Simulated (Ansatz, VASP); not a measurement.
Two plane-wave programs on InP

Contents of INCAR:

```
SYSTEM = InP
ALGO = Normal
EDIFF = 1E-6
ENCUT = 520
GGA = PS
ISIF = 2
ISMEAR = 0
LASPH = .TRUE.
LCHARG = .FALSE.
LREAL = .FALSE.
LWAVE = .FALSE.
NBANDS = 16
NELM = 100
PREC = Accurate
SIGMA = 0.05
```

The input KPOINTS:

```
k-points
0
G
  10 10 10
  0 0 0
```

The input POSCAR:

```
InP
1.0
    0.0000000000      2.7654610588      2.7654610588
    2.7654610588      0.0000000000      2.7654610588
    2.7654610588      2.7654610588      0.0000000000
In P
1 1
Direct
    0.0000000000      0.0000000000      0.0000000000
    0.5000000000      0.5000000000      0.5000000000
```

Input for Ansatz:

```yaml
crystal:
  lattice:
    - [0.0, 2.7654610588, 2.7654610588]
    - [2.7654610588, 0.0, 2.7654610588]
    - [2.7654610588, 2.7654610588, 0.0]
  atoms:
    - { symbol: In, position: [0.0, 0.0, 0.0] }
    - { symbol: P, position: [0.5, 0.5, 0.5] }
basis:
  ecutwfc: 420
  ecutrho_ratio: 4
kpoints:
  mp_grid: { grid: [10, 10, 10] }
hamiltonian:
  xc: pbesol
scf:
  occupations: { method: gaussian, width: 0.05 }
output:
  forces: true
  stress: true
  eigenvalues: true
```

Alike in both runs: task single point; functional PBEsol; k mesh 10 × 10 × 10; occupations gaussian, width 0.05 eV; no spin polarisation.

```csv
,VASP,Ansatz
version,VASP 6.6.1,Ansatz 0.2.0
potentials or method,"VASP PAW PBE potentials, release 64 (In_d, P), cutoff 520 eV","scalar-relativistic, plane waves, PAW"
valence electrons in the cell,18,18
```

|  | VASP | Ansatz | Ansatz less VASP |
| --- | --- | --- | --- |
| gap on the k mesh at the Fermi level (eV) | none | none | - |
| pressure (GPa) | -3.0 | -3.0 | -0.03 |

VASP's potentials were made for PBE, not for PBEsol. A gap of «none» marks a metal or a gap that the smearing closes.
